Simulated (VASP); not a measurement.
# Cr3Cu (Pm-3m) in VASP: notebook, part 2 of 2

VASP 6.6.1. The steps go on from the part before.

**4. Single point, LDA, collinear spin, ferromagnetic start**

This run uses another cell than the first one, of 11.10 Å³/atom, 1.056 times its volume.

File INCAR:

```
SYSTEM = Cr3Cu
PREC = Accurate
ENCUT = 520
EDIFF = 1E-7
ISMEAR = -1
SIGMA = 0.1
LREAL = .False.
LASPH = .True.
NELM = 150
ALGO = Normal
ISIF = 2
LWAVE = .False.
LCHARG = .True.
ISPIN = 2
MAGMOM = 2.1 2.1 2.1 0
LORBIT = 11
LMAXMIX = 4
GGA = CA
LELF = .True.
LVHAR = .True.
NBANDS = 36
```

File KPOINTS:

```
regular mesh
0
Gamma
  7 7 7
  0 0 0
```

File POSCAR:

```
Cr3Cu
1.0
    3.5408567462      0.0000000000      0.0000000000
    0.0000000000      3.5408567462      0.0000000000
    0.0000000000      0.0000000000      3.5408567462
Cr Cu
3 1
Direct
    0.0000000000      0.5000000000      0.5000000000
    0.5000000000      0.0000000000      0.5000000000
    0.5000000000      0.5000000000      0.0000000000
    0.0000000000      0.0000000000      0.0000000000
```

Potentials or basis: VASP PAW LDA potentials, release 64 (Cr_pv, Cu).

Command:

```console
> cat potpaw_LDA.64/Cr_pv/POTCAR potpaw_LDA.64/Cu/POTCAR > POTCAR
> mpirun -np 1 vasp_std > vasp.out
```

OUTCAR:

```text
SYSTEM = Cr3Cu
   PREC = Accurate
   ENCUT = 520
   EDIFF = 1E-7
   ISMEAR = -1
   LREAL = .False.
   LASPH = .True.
   NELM = 150
   ISIF = 2
   ISPIN = 2
   LORBIT = 11
   GGA = CA

 ion  position               nearest neighbor table
   1  0.000  0.500  0.500-   2 2.50   3 2.50   4 2.50   3 2.50   4 2.50   2 2.50   4 2.50   4 2.50
                             2 2.50   3 2.50   3 2.50   2 2.50
   2  0.500  0.000  0.500-   1 2.50   3 2.50   4 2.50   3 2.50   4 2.50   1 2.50   3 2.50   3 2.50
                             1 2.50   4 2.50   4 2.50   1 2.50
   3  0.500  0.500  0.000-   1 2.50   2 2.50   4 2.50   1 2.50   2 2.50   2 2.50   4 2.50   2 2.50
                             1 2.50   4 2.50   1 2.50   4 2.50
   4  0.000  0.000  0.000-   1 2.50   2 2.50   3 2.50   1 2.50   2 2.50   1 2.50   3 2.50   1 2.50
                             2 2.50   3 2.50   2 2.50   3 2.50

  LATTYP: Found a simple cubic cell.
 ALAT       =     3.5408567462

  Lattice vectors:

 A1 = (   3.5408567462,   0.0000000000,   0.0000000000)
 A2 = (   0.0000000000,   3.5408567462,   0.0000000000)
 A3 = (   0.0000000000,   0.0000000000,   3.5408567462)

Analysis of symmetry for initial positions (statically):
=====================================================================
 Subroutine PRICEL returns:
 Original cell was already a primitive cell.

 Routine SETGRP: Setting up the symmetry group for a
 simple cubic supercell.

 Subroutine GETGRP returns: Found 48 space group operations
 (whereof 48 operations were pure point group operations)
 out of a pool of 48 trial point group operations.

The static configuration has the point symmetry O_h .

Analysis of symmetry for dynamics (positions and initial velocities):
=====================================================================
 Subroutine PRICEL returns:
 Original cell was already a primitive cell.

 Routine SETGRP: Setting up the symmetry group for a
 simple cubic supercell.

 Subroutine GETGRP returns: Found 48 space group operations
 (whereof 48 operations were pure point group operations)
 out of a pool of 48 trial point group operations.

The dynamic configuration has the point symmetry O_h .

Analysis of structural, dynamic, and magnetic symmetry:
=====================================================================
 Subroutine PRICEL returns:
 Original cell was already a primitive cell.

 Routine SETGRP: Setting up the symmetry group for a
 simple cubic supercell.

 Subroutine GETGRP returns: Found 48 space group operations
 (whereof 48 operations were pure point group operations)
 out of a pool of 48 trial point group operations.

The overall configuration has the point symmetry O_h .

 Subroutine INISYM returns: Found 48 space group operations
 (whereof 48 operations are pure point group operations),
 and found     1 'primitive' translations

----------------------------------------------------------------------------------------

                                     Primitive cell

  volume of cell :      44.3941

  direct lattice vectors                    reciprocal lattice vectors
     3.540856746  0.000000000  0.000000000     0.282417525  0.000000000  0.000000000
     0.000000000  3.540856746  0.000000000     0.000000000  0.282417525  0.000000000
     0.000000000  0.000000000  3.540856746     0.000000000  0.000000000  0.282417525

  length of vectors
     3.540856746  3.540856746  3.540856746     0.282417525  0.282417525  0.282417525

  position of ions in fractional coordinates (direct lattice)
[... 82 lines left out ...]
   IBRION =     -1    ionic relax: 0-MD 1-quasi-New 2-CG
   NFREE  =      0    steps in history (QN), initial steepest desc. (CG)
   ISIF   =      2    stress and relaxation
   ISYM   =      2    0-nonsym 1-usesym 2-fastsym
   POTIM  = 0.5000    time-step for ionic-motion
   TEBEG  =    0.0;   TEEND  =   0.0 temperature during run
   PSTRESS=    0.0 pullay stress
   NELECT =      47.0000    total number of electrons
   NUPDOWN=      -1.0000    fix difference up-down
   EMIN   =  10.00;   EMAX   =-10.00  energy-range for DOS
   EFERMI =   0.00;   METHOD = LEGACY
   ISMEAR =    -1;   SIGMA  =   0.10  broadening in eV -4-tet -1-fermi 0-gaus
   EFERMI_NEDOS =   21; number of points for ismear=-14 and -15
   IALGO  =     38    algorithm
   IMIX   =      4    mixing-type and parameters
     AMIX     =   0.40;   BMIX     =  1.00
     AMIX_MAG =   1.60;   BMIX_MAG =  1.00
  volume/ion in A,a.u.               =      11.10        74.90
  Fermi-wavevector in a.u.,A,eV,Ry     =   1.668524  3.153053 37.878238  2.783972
  Thomas-Fermi vector in A             =   2.754356
   LORBIT       =     11    0 simple, 1 ext, 2 COOP (PROOUT), +10 PAW based schemes
   GGA     = CA    functional components
   LHFCALC =     F    Hartree Fock is set to
   AEXX    =    0.0000 exact exchange contribution
   IVDW    =     0    specifies the selected vdW correction
   LEPSILON=     F    determine dielectric tensor
   LRPA    =     F    only Hartree local field effects (RPA)
 spin polarized calculation
  energy-cutoff  :      520.00
  volume of cell :       44.39
 maximum number of plane-waves:      1217
 NGX is ok and might be reduce to    28
   NGX = 13   NGY = 13   NGZ = 13

 number of electron      46.9999969 magnetization      -0.0002630

 number of electron      46.9999969 magnetization       0.0000170

 Free energy of the ion-electron system (eV)
  ---------------------------------------------------
  ext. energy  EPLUGINS =         0.00000000
  ---------------------------------------------------
  free energy    TOTEN  =       -35.50931266 eV

  energy without entropy =      -35.40895870  energy(sigma->0) =      -35.45913568

 E-fermi :  10.4788     XC(G=0): -14.0533

 val. band max:       10.4131703652   @ k =   0.2857   0.1429   0.1429
 cond. band min:      10.5310696189   @ k =   0.4286   0.0000   0.0000
 fundamental gap:      0.1178992537
 Fermi energy:        10.4788228255

 spin component 1

 k-point     1 :       0.0000    0.0000    0.0000
  band No.  band energies     occupation
      1     -32.3458      1.00000
      2     -32.3458      1.00000
      3     -32.3458      1.00000
      4     -31.9129      1.00000
      5     -31.9129      1.00000
      6     -31.9129      1.00000
[... 749 lines left out ...]
     34      16.1770      0.00000
     35      16.1770      0.00000
 Fermi energy:        10.4788228255

 spin component 2

 k-point     1 :       0.0000    0.0000    0.0000
  band No.  band energies     occupation
      1     -32.3458      1.00000
      2     -32.3458      1.00000
      3     -32.3458      1.00000
      4     -31.9128      1.00000
      5     -31.9128      1.00000
      6     -31.9128      1.00000
[... 749 lines left out ...]
     34      16.1770      0.00000
     35      16.1770      0.00000
 [bands above 35 left out]

------------------------ aborting loop because EDIFF is reached ----------------------------------------

  FORCE on cell =-STRESS in cart. coord.  units (eV):
  Direction    XX          YY          ZZ          XY          YZ          ZX
  --------------------------------------------------------------------------------------
  -------------------------------------------------------------------------------------
  Total       -1.4229947     -1.4229947     -1.4229947     -0.0000000      0.0000000     -0.0000000
  in kB      -51.3557169    -51.3557169    -51.3557169     -0.0000000      0.0000000     -0.0000000
  external PRESSURE =     -51.3557169 kB  Pullay stress =       0.0000000 kB

 VOLUME and BASIS-vectors are now :
 -----------------------------------------------------------------------------
  energy-cutoff  :      520.00
  volume of cell :       44.39
      direct lattice vectors                 reciprocal lattice vectors
     3.540856746  0.000000000  0.000000000     0.282417525  0.000000000  0.000000000
     0.000000000  3.540856746  0.000000000     0.000000000  0.282417525  0.000000000
     0.000000000  0.000000000  3.540856746     0.000000000  0.000000000  0.282417525

 POSITION                                       TOTAL-FORCE (eV/Angst)
 -----------------------------------------------------------------------------------
      0.00000      1.77043      1.77043         0.000000      0.000000      0.000000
      1.77043      0.00000      1.77043         0.000000      0.000000      0.000000
      1.77043      1.77043      0.00000         0.000000      0.000000      0.000000
      0.00000      0.00000      0.00000         0.000000      0.000000      0.000000
 -----------------------------------------------------------------------------------
    total drift:                                0.000000      0.000000      0.000000

  FREE ENERGIE OF THE ION-ELECTRON SYSTEM (eV)
  ---------------------------------------------------
  free  energy   TOTEN  =       -35.5093126640 eV

  energy  without entropy=      -35.4089587035  energy(sigma->0) =      -35.45913568

 total charge

# of ion       s       p       d       tot
------------------------------------------
    1        0.418   6.368   4.277  11.062
    2        0.418   6.368   4.277  11.062
    3        0.418   6.368   4.277  11.062
    4        0.580   0.649   9.079  10.308
--------------------------------------------------
tot          1.833  19.752  21.909  43.495

 magnetization (x)

# of ion       s       p       d       tot
------------------------------------------
    1        0.000   0.000   0.000   0.000
    2        0.000   0.000   0.000   0.000
    3        0.000   0.000   0.000   0.000
    4       -0.000  -0.000   0.000  -0.000
--------------------------------------------------
tot          0.000   0.000   0.000   0.000
```

OSZICAR:

```text
N       E                     dE             d eps       ncg     rms          rms(c)
DAV:   1     0.518902200075E+03    0.51890E+03   -0.24651E+04  3072   0.186E+03
DAV:   2    -0.770702420628E+01   -0.52661E+03   -0.50375E+03  2884   0.479E+02
DAV:   3    -0.395851246844E+02   -0.31878E+02   -0.29393E+02  3020   0.137E+02
DAV:   4    -0.404664237530E+02   -0.88130E+00   -0.87563E+00  3624   0.240E+01
DAV:   5    -0.405224153562E+02   -0.55992E-01   -0.55588E-01  4612   0.525E+00    0.271E+01
DAV:   6    -0.388842151099E+02    0.16382E+01   -0.58595E+01  3456   0.168E+02    0.131E+01
DAV:   7    -0.358006413583E+02    0.30836E+01   -0.22691E+01  3800   0.664E+01    0.589E+00
DAV:   8    -0.355677952773E+02    0.23285E+00   -0.21086E+00  4064   0.310E+01    0.200E+00
DAV:   9    -0.355242624683E+02    0.43533E-01   -0.35668E-01  3984   0.117E+01    0.123E+00
DAV:  10    -0.355140433663E+02    0.10219E-01   -0.30092E-02  3932   0.158E+00    0.653E-01
DAV:  11    -0.355098018901E+02    0.42415E-02   -0.22603E-02  3436   0.357E+00    0.235E-01
DAV:  12    -0.355092984734E+02    0.50342E-03   -0.42151E-03  3964   0.125E+00    0.557E-02
DAV:  13    -0.355093095365E+02   -0.11063E-04   -0.88368E-05  3548   0.822E-02    0.231E-02
DAV:  14    -0.355093126210E+02   -0.30845E-05   -0.17753E-06  4048   0.129E-02    0.133E-02
DAV:  15    -0.355093125711E+02    0.49921E-07   -0.35454E-06  3104   0.437E-02    0.240E-03
DAV:  16    -0.355093126640E+02   -0.92874E-07   -0.68278E-07  2872   0.567E-03
   1 F= -.35509313E+02 E0= -.35459136E+02  d E =-.100354E+00  mag=     0.0000
```

Run time: 81 s. Hardware: 1 thread of AMD EPYC 9R45 (Zen 5), shared host; peak memory 0.14 GiB.

What came out:

* Free energy: -35.5093 eV
* Pressure: -5.1 GPa
* Net moment: 0.00 μB per cell
* Valence electrons inside the program's atomic spheres: Cr 11.06; Cu 10.31

Caveat: the starting moments collapsed, and a magnetic state may lie lower.

**5. Single point, LDA, collinear spin, ferromagnetic start**

This run uses another cell than the first one, of 11.39 Å³/atom, 1.083 times its volume.

File INCAR:

```
SYSTEM = Cr3Cu
PREC = Accurate ; ENCUT = 520
EDIFF = 1E-7 ; ISMEAR = -1
SIGMA = 0.1 ; LREAL = .False.
LASPH = .True. ; NELM = 150
ALGO = Normal ; ISIF = 2
LWAVE = .False. ; LCHARG = .False.
ISPIN = 2 ; MAGMOM = 2.1 2.1 2.1 0
LORBIT = 11 ; LMAXMIX = 4
NBANDS = 36
```

File KPOINTS:

```
Automatic mesh
0
Gamma
  7 7 7
  0 0 0
```

File POSCAR:

```
Cr3Cu
1.0
    3.5716483504      0.0000000000      0.0000000000
    0.0000000000      3.5716483504      0.0000000000
    0.0000000000      0.0000000000      3.5716483504
Cr Cu
3 1
Direct
    0.0000000000      0.5000000000      0.5000000000
    0.5000000000      0.0000000000      0.5000000000
    0.5000000000      0.5000000000      0.0000000000
    0.0000000000      0.0000000000      0.0000000000
```

Command:

```console
> cat potpaw_LDA.64/Cr_pv/POTCAR potpaw_LDA.64/Cu/POTCAR > POTCAR
> mpirun -np 1 vasp_std > vasp.out
```

It took 78 s on 1 thread of AMD EPYC 9R45 (Zen 5), shared host; peak memory 0.14 GiB.

It converged, with:

```yaml
Free_energy: -35.4510 eV
Pressure: -11.1 GPa
Net_moment: 0.00 μB per cell
Valence_electrons_inside_the_program's_atomic_spheres: Cr 11.01; Cu 10.27
```

Levels at points of the mesh, in eV from the Fermi level:
Spin up:
| k point | band 19 | band 20 | band 21 | band 22 | band 23 | band 24 | band 25 | band 26 | band 27 | band 28 |
| --- | --- | --- | --- | --- | --- | --- | --- | --- | --- | --- |
| (0.00, 0.00, 0.00) | -1.81 | -0.96 | -0.96 | 1.12 | 1.12 | 1.12 | 1.80 | 1.80 | 2.49 | 2.92 |
Spin down:
```tsv
k point	band 20	band 21	band 22	band 23	band 24	band 25	band 26	band 27
(0.00, 0.00, 0.00)	-0.96	-0.96	1.12	1.12	1.12	1.80	1.80	2.49
```

Caveat: the starting moments collapsed, and a magnetic state may lie lower.

**6. Single point, LDA, collinear spin, ferromagnetic start**

This run uses another cell than the first one, of 11.68 Å³/atom, 1.111 times its volume.

File INCAR:

```
PREC = Accurate
ENCUT = 520
EDIFF = 1E-6
ISMEAR = -1
SIGMA = 0.1
LREAL = False
LASPH = True
NELM = 150
ALGO = Normal
ISIF = 2
LWAVE = False
LCHARG = False
ISPIN = 2
MAGMOM = 2.1 2.1 2.1 0
LORBIT = 11
LMAXMIX = 4
GGA = CA
NBANDS = 36
```

File KPOINTS:

```
Automatic mesh
0
Gamma
  7 7 7
```

File POSCAR:

```
Cr3Cu
1.0
    3.6019180000      0.0000000000      0.0000000000
    0.0000000000      3.6019180000      0.0000000000
    0.0000000000      0.0000000000      3.6019180000
Cr Cu
3 1
Direct
    0.0000000000      0.5000000000      0.5000000000
    0.5000000000      0.0000000000      0.5000000000
    0.5000000000      0.5000000000      0.0000000000
    0.0000000000      0.0000000000      0.0000000000
```

Potentials or basis: VASP PAW LDA potentials, release 64 (Cr_pv, Cu).

Command:

```console
> cat potpaw_LDA.64/Cr_pv/POTCAR potpaw_LDA.64/Cu/POTCAR > POTCAR
> mpirun -np 1 vasp_std > vasp.out
```

Wall time 72 s (1 thread of AMD EPYC 9R45 (Zen 5), shared host); peak memory 0.14 GiB.

Results (log left out):

```yaml
Free_energy: -35.3520 eV
Pressure: -16.1 GPa
Net_moment: 0.00 μB per cell
Valence_electrons_inside_the_program's_atomic_spheres: Cr 10.96; Cu 10.23
```

Levels at points of the mesh, in eV from the Fermi level:
Spin up:
```tsv
k point	band 20	band 21	band 22	band 23	band 24	band 25	band 26	band 27
(0.00, 0.00, 0.00)	-0.94	-0.94	1.07	1.07	1.07	1.74	1.74	2.41
```
Spin down:
| k point | band 21 | band 22 | band 23 | band 24 | band 25 | band 26 |
| --- | --- | --- | --- | --- | --- | --- |
| (0.00, 0.00, 0.00) | -0.94 | 1.07 | 1.07 | 1.07 | 1.74 | 1.74 |

Caveat: the starting moments collapsed, and a magnetic state may lie lower.
